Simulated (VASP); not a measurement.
# MnCu2 (P-3m1) in VASP: relaxation of cell and atoms with PBE

Aim: the relaxation of cell and atoms of MnCu2 with PBE.

All numbers are computed with VASP 6.6.1; they aren't measurements. Logs are shortened: lines on timing, memory, paths and dates and some standing lists are left out, and cuts for length are marked.

### 1 The cell of the first run

The structure is trigonal, space group P-3m1 (No. 164). Conventional cell: a = 2.530 Å, b = 2.530 Å, c = 12.502 Å, α = 90.00°, β = 90.00°, γ = 120.00°. Within 3.1 Å of Mn (site symmetry 3m) lie 9 Mn at 2.34 to 2.53 Å and 3 Cu at 2.60 Å. Cu (site symmetry 3m) has 9 Cu at 2.53 to 2.58 Å and 3 Mn at 2.60 Å within 3.3 Å. Cu (site symmetry 3m) has 12 Cu at 2.53 to 2.58 Å within 3.3 Å.

### 2 Relaxation of cell and atoms, PBE

INCAR

```
SYSTEM = MnCu2
PREC     = Accurate       ! precision mode
ENCUT    = 600            ! plane-wave cutoff, eV
EDIFF    = 1E-6           ! SCF threshold, eV
ISMEAR   = 0              ! smearing method
SIGMA    = 0.1            ! smearing width, eV
LREAL    = .False.        ! projectors in reciprocal space
LASPH    = .True.         ! aspherical terms in the spheres
NELM     = 100            ! most SCF steps
ALGO     = Fast           ! electronic algorithm
ISIF     = 3              ! what is computed and relaxed
LWAVE    = .False.        ! write WAVECAR
LCHARG   = .False.        ! write CHGCAR
GGA      = PE             ! functional
IBRION   = 2              ! ionic algorithm
NSW      = 100            ! ionic steps
EDIFFG   = -0.01          ! ionic threshold
```

KPOINTS

```
Automatic mesh
0
Gamma
  18 18 4
  0 0 0
```

POSCAR

```
MnCu2
1.0
    2.5295440190      0.0000000000      0.0000000000
   -1.2647720095      2.1906493804      0.0000000000
    0.0000000000      0.0000000000     12.5018056283
Mn Cu
2 4
Direct
    0.3333333333      0.6666666667      0.4269215480
    0.6666666667      0.3333333333      0.5730784520
    0.3333333333      0.6666666667      0.7449086809
    0.3333333333      0.6666666667      0.0849176024
    0.6666666667      0.3333333333      0.9150823976
    0.6666666667      0.3333333333      0.2550913191
```

Potentials or basis: VASP PAW PBE potentials, release 64 (Mn_pv, Cu).

Started as:

```sh
$ cat potpaw_PBE.64/Mn_pv/POTCAR potpaw_PBE.64/Cu/POTCAR > POTCAR
$ mpirun -np 1 vasp_std > vasp.out
```

OUTCAR:

```text
SYSTEM = MnCu2
   PREC = Accurate
   ENCUT = 600
   EDIFF = 1E-6
   ISMEAR = 0
   LREAL = .False.
   LASPH = .True.
   NELM = 100
   ISIF = 3
   GGA = PE
   IBRION = 2
   NSW = 100
   EDIFFG = -0.01

 ion  position               nearest neighbor table
   1  0.333  0.667  0.427-   2 2.34   2 2.34   2 2.34   6 2.60   6 2.60   6 2.60
   2  0.667  0.333  0.573-   1 2.34   1 2.34   1 2.34   3 2.60   3 2.60   3 2.60
   3  0.333  0.667  0.745-   5 2.58   5 2.58   5 2.58   2 2.60   2 2.60   2 2.60
   4  0.333  0.667  0.085-   5 2.58   5 2.58   5 2.58   6 2.58   6 2.58   6 2.58
   5  0.667  0.333  0.915-   4 2.58   4 2.58   4 2.58   3 2.58   3 2.58   3 2.58
   6  0.667  0.333  0.255-   4 2.58   4 2.58   4 2.58   1 2.60   1 2.60   1 2.60

  LATTYP: Found a hexagonal cell.
 ALAT       =     2.5295440190
 C/A-ratio  =     4.9423159014

  Lattice vectors:

 A1 = (   2.5295440190,   0.0000000000,   0.0000000000)
 A2 = (  -1.2647720095,   2.1906493804,   0.0000000000)
 A3 = (   0.0000000000,   0.0000000000,  12.5018056283)

Analysis of symmetry for initial positions (statically):
=====================================================================
 Subroutine PRICEL returns:
 Original cell was already a primitive cell.

 Routine SETGRP: Setting up the symmetry group for a
 hexagonal supercell.

 Subroutine GETGRP returns: Found 12 space group operations
 (whereof 12 operations were pure point group operations)
 out of a pool of 24 trial point group operations.

The static configuration has the point symmetry D_3d.

Analysis of symmetry for dynamics (positions and initial velocities):
=====================================================================
 Subroutine PRICEL returns:
 Original cell was already a primitive cell.

 Routine SETGRP: Setting up the symmetry group for a
 hexagonal supercell.

 Subroutine GETGRP returns: Found 12 space group operations
 (whereof 12 operations were pure point group operations)
 out of a pool of 24 trial point group operations.

The dynamic configuration has the point symmetry D_3d.

 Subroutine INISYM returns: Found 12 space group operations
 (whereof 12 operations are pure point group operations),
 and found     1 'primitive' translations

----------------------------------------------------------------------------------------

                                     Primitive cell

  volume of cell :      69.2768

  direct lattice vectors                    reciprocal lattice vectors
     2.529544019  0.000000000  0.000000000     0.395328167  0.228242824  0.000000000
    -1.264772009  2.190649380  0.000000000     0.000000000  0.456485647  0.000000000
     0.000000000  0.000000000 12.501805628     0.000000000  0.000000000  0.079988446

  length of vectors
     2.529544019  2.529544019 12.501805628     0.456485647  0.456485647  0.079988446

  position of ions in fractional coordinates (direct lattice)
     0.333333333  0.666666667  0.426921548
     0.666666667  0.333333333  0.573078452
     0.333333333  0.666666667  0.744908681
     0.333333333  0.666666667  0.084917602
     0.666666667  0.333333333  0.915082398
     0.666666667  0.333333333  0.255091319

  ion indices of the primitive-cell ions
   primitive index   ion index
                 1           1
                 2           2
                 3           3
                 4           4
                 5           5
                 6           6

----------------------------------------------------------------------------------------

 KPOINTS: Automatic mesh

Automatic generation of k-mesh.
 Grid dimensions read from file:
 generate k-points for:   18   18    4

 Generating k-lattice:

  Cartesian coordinates                     Fractional coordinates (reciprocal lattice)
     0.021962676  0.012680157  0.000000000     0.055555556 -0.000000000  0.000000000
     0.000000000  0.025360314  0.000000000     0.000000000  0.055555556  0.000000000
     0.000000000  0.000000000  0.019997111     0.000000000  0.000000000  0.250000000

  Length of vectors
     0.025360314  0.025360314  0.019997111

  Shift w.r.t. Gamma in fractional coordinates (k-lattice)
     0.000000000  0.000000000  0.000000000

 Subroutine IBZKPT returns following result:
 ===========================================

 Found    138 irreducible k-points:

 Following reciprocal coordinates:
            Coordinates               Weight
  0.000000  0.000000  0.000000      1.000000
  0.055556  0.000000  0.000000      6.000000
  0.111111  0.000000  0.000000      6.000000
  0.166667  0.000000  0.000000      6.000000
  0.222222  0.000000  0.000000      6.000000
  0.277778  0.000000  0.000000      6.000000
[... 16 lines left out ...]
  0.333333  0.111111  0.000000     12.000000
  0.388889  0.111111  0.000000     12.000000
 [... further k-points ...]
   k-points           NKPTS =    138   k-points in BZ     NKDIM =    138   number of bands    NBANDS=     42
   number of dos      NEDOS =    301   number of ions     NIONS =      6
   total plane-waves  NPLWV =  40000
   dimension x,y,z NGX =    20 NGY =   20 NGZ =  100
   dimension x,y,z NGXF=    40 NGYF=   40 NGZF=  200
   ions per type =               2   4
   NGX,Y,Z   is equivalent  to a cutoff of  13.14, 13.14, 13.30 a.u.
   NGXF,Y,Z  is equivalent  to a cutoff of  26.29, 26.29, 26.60 a.u.
 SYSTEM =  MnCu2
   PREC   = accura    normal or accurate (medium, high low for compatibility)
   ISTART =      0    job   : 0-new  1-cont  2-samecut
   ICHARG =      2    charge: 1-file 2-atom 10-const
   ISPIN  =      1    spin polarized calculation?
   LNONCOLLINEAR =      F non collinear calculations
   LSORBIT =      F    spin-orbit coupling
   LASPH  =      T    aspherical Exc in radial PAW
   ENCUT  =  600.0 eV  44.10 Ry    6.64 a.u.   5.05  5.05 24.97*2*pi/ulx,y,z
   NELM   =    100;   NELMIN=  2; NELMDL= -5     # of ELM steps
   EDIFF  = 0.1E-05   stopping-criterion for ELM
   LREAL  =      F    real-space projection
   EDIFFG = -.1E-01   stopping-criterion for IOM
   NSW    =    100    number of steps for IOM
   IBRION =      2    ionic relax: 0-MD 1-quasi-New 2-CG
   NFREE  =      1    steps in history (QN), initial steepest desc. (CG)
   ISIF   =      3    stress and relaxation
   ISYM   =      2    0-nonsym 1-usesym 2-fastsym
   POTIM  = 0.5000    time-step for ionic-motion
   TEBEG  =    0.0;   TEEND  =   0.0 temperature during run
   PSTRESS=    0.0 pullay stress
   NELECT =      70.0000    total number of electrons
   NUPDOWN=      -1.0000    fix difference up-down
   EMIN   =  10.00;   EMAX   =-10.00  energy-range for DOS
   EFERMI =   0.00;   METHOD = LEGACY
   ISMEAR =     0;   SIGMA  =   0.10  broadening in eV -4-tet -1-fermi 0-gaus
   EFERMI_NEDOS =   21; number of points for ismear=-14 and -15
   IALGO  =     68    algorithm
   IMIX   =      4    mixing-type and parameters
     AMIX     =   0.40;   BMIX     =  1.00
     AMIX_MAG =   1.60;   BMIX_MAG =  1.00
  volume/ion in A,a.u.               =      11.55        77.92
  Fermi-wavevector in a.u.,A,eV,Ry     =   1.642776  3.104396 36.718198  2.698711
  Thomas-Fermi vector in A             =   2.733021
   LORBIT       =      0    0 simple, 1 ext, 2 COOP (PROOUT), +10 PAW based schemes
   GGA     = PE    functional components
   LHFCALC =     F    Hartree Fock is set to
   AEXX    =    0.0000 exact exchange contribution
   IVDW    =     0    specifies the selected vdW correction
   LEPSILON=     F    determine dielectric tensor
   LRPA    =     F    only Hartree local field effects (RPA)
 conjugate gradient relaxation of ions
 non-spin polarized calculation
 RMM-DIIS sequential band-by-band and
 Gauss-broadening in eV      SIGMA  =   0.10
  energy-cutoff  :      600.00
  volume of cell :       69.28
 maximum number of plane-waves:      2346
   NGX = 11   NGY = 11   NGZ = 49

--------------------------------------- Ionic step        1  -------------------------------------------

 number of electron      69.9999999 magnetization

 Free energy of the ion-electron system (eV)
  ---------------------------------------------------
  ext. energy  EPLUGINS =         0.00000000
  ---------------------------------------------------
  free energy    TOTEN  =       -32.44309881 eV

  energy without entropy =      -32.42771099  energy(sigma->0) =      -32.43540490

------------------------ aborting loop because EDIFF is reached ----------------------------------------

  FORCE on cell =-STRESS in cart. coord.  units (eV):
  Direction    XX          YY          ZZ          XY          YZ          ZX
  --------------------------------------------------------------------------------------
  -------------------------------------------------------------------------------------
  Total        0.2090732      0.2090732      0.2183695      0.0000000      0.0000000      0.0000000
  in kB        4.8352742      4.8352742      5.0502712      0.0000000      0.0000000      0.0000000
  external PRESSURE =       4.9069399 kB  Pullay stress =       0.0000000 kB
[... 305 lines left out ...]
  energy  without entropy=      -32.4278912592  energy(sigma->0) =      -32.43562370

--------------------------------------- Ionic step        9  -------------------------------------------

 number of electron      69.9999997 magnetization

 Free energy of the ion-electron system (eV)
  ---------------------------------------------------
  ext. energy  EPLUGINS =         0.00000000
  ---------------------------------------------------
  free energy    TOTEN  =       -32.44335786 eV

  energy without entropy =      -32.42790243  energy(sigma->0) =      -32.43563015

 E-fermi :   8.3079     XC(G=0): -13.0688

 val. band max:        8.3051298356   @ k =  -0.1667   0.3889   0.2500
 cond. band min:       8.3086187754   @ k =   0.0556   0.0000   0.0000
 fundamental gap:      0.0034889398
 Fermi energy:         8.3078711177

 k-point     1 :       0.0000    0.0000    0.0000
  band No.  band energies     occupation
      1     -39.7907      2.00000
      2     -39.3075      2.00000
      3     -39.3075      2.00000
      4     -39.2205      2.00000
      5     -39.1983      2.00000
      6     -39.1983      2.00000
[... 1069 lines left out ...]
     41      11.3426      0.00000
     42      12.9163      0.00000

 [... further k-points ...]

------------------------ aborting loop because EDIFF is reached ----------------------------------------

  FORCE on cell =-STRESS in cart. coord.  units (eV):
  Direction    XX          YY          ZZ          XY          YZ          ZX
  --------------------------------------------------------------------------------------
  -------------------------------------------------------------------------------------
  Total        0.0168429      0.0168429      0.0186148      0.0000000      0.0000000      0.0000000
  in kB        0.3885006      0.3885006      0.4293702      0.0000000      0.0000000      0.0000000
  external PRESSURE =       0.4021238 kB  Pullay stress =       0.0000000 kB
[... 21 lines left out ...]
  FREE ENERGIE OF THE ION-ELECTRON SYSTEM (eV)
  ---------------------------------------------------
  free  energy   TOTEN  =       -32.4433578638 eV

  energy  without entropy=      -32.4279024302  energy(sigma->0) =      -32.43563015

 reached required accuracy - stopping structural energy minimisation
```

Run time: 20 min. Hardware: 1 thread of Intel Xeon 6975P-C (Granite Rapids), shared host; peak memory 0.49 GiB.

Results:

```yaml
Free_energy: -32.4434 eV
Relaxed_volume: 11.58 Å³/atom
Relaxed_cell: a = 2.532 Å, b = 2.532 Å, c = 12.514 Å, α = 90.00°, β = 90.00°, γ = 120.00°
Space_group_after_relaxing_to_0.1_Å: P-3m1 (No. 164)
Energy_gained_by_relaxing: 0.0 meV/atom
Ionic_steps: 9
Pressure_after_relaxing: 0.0 GPa
Largest_force_after_relaxing: 0.008 eV/Å
Band_gap_on_the_k_mesh: zero (bands 35 and 36 overlap by 2.05 eV)
```

Forces in eV/Å, atoms in the order of the input:
```
Mn   0.000  0.000  0.003
Mn   0.000  0.000 -0.003
Cu   0.000  0.000 -0.008
Cu   0.000  0.000  0.001
Cu   0.000  0.000 -0.001
Cu   0.000  0.000  0.008
```

Step by step:
| step | energy change (eV) | largest force (eV/Å) | pressure (GPa) | volume (Å³) |
| --- | --- | --- | --- | --- |
| 1 | 0.0000 | 0.0038 | 0.49 | 69.28 |
| 2 | 0.0000 | 0.0326 | -0.42 | 69.63 |
| 3 | -0.0002 | 0.0159 | 0.03 | 69.44 |
| 4 | -0.0002 | 0.0175 | -0.09 | 69.45 |
| 5 | -0.0002 | 0.0178 | 0.02 | 69.44 |
| 6 | -0.0002 | 0.0170 | -0.04 | 69.45 |
| 7 | -0.0003 | 0.0062 | 0.12 | 69.46 |
| 8 | -0.0003 | 0.0121 | -0.04 | 69.46 |
| 9 | -0.0003 | 0.0076 | 0.04 | 69.46 |

Final structure:
```xyz
6
Lattice="2.5317 0.0000 0.0000 -1.2658 2.1925 0.0000 0.0000 0.0000 12.5140" Properties=species:S:1:pos:R:3 pbc="T T T"
Mn    0.0000    1.4617    5.3435
Mn    1.2658    0.7308    7.1705
Cu    0.0000    1.4617    9.3214
Cu    0.0000    1.4617    1.0627
Cu    1.2658    0.7308   11.4513
Cu    1.2658    0.7308    3.1926
```

Levels at points of the mesh, in eV from the Fermi level:
```
           k point  band 33  band 34  band 35  band 36  band 37  band 38
(0.00, 0.00, 0.00)    -1.11    -0.96    -0.96    -0.86    -0.86     0.14
(0.50, 0.00, 0.00)    -0.09     0.19     0.48     1.35     1.57     1.65
(0.00, 0.00, 0.50)    -1.57    -0.96    -0.96    -0.86    -0.86    -0.10
(0.50, 0.00, 0.50)    -0.26     0.27     1.09     1.13     1.35     1.68
```

Caveat: the run has no spin polarisation, though such a crystal can be magnetic. Spin polarisation is off, so any magnetic state and its effect on volume and gap are missing.
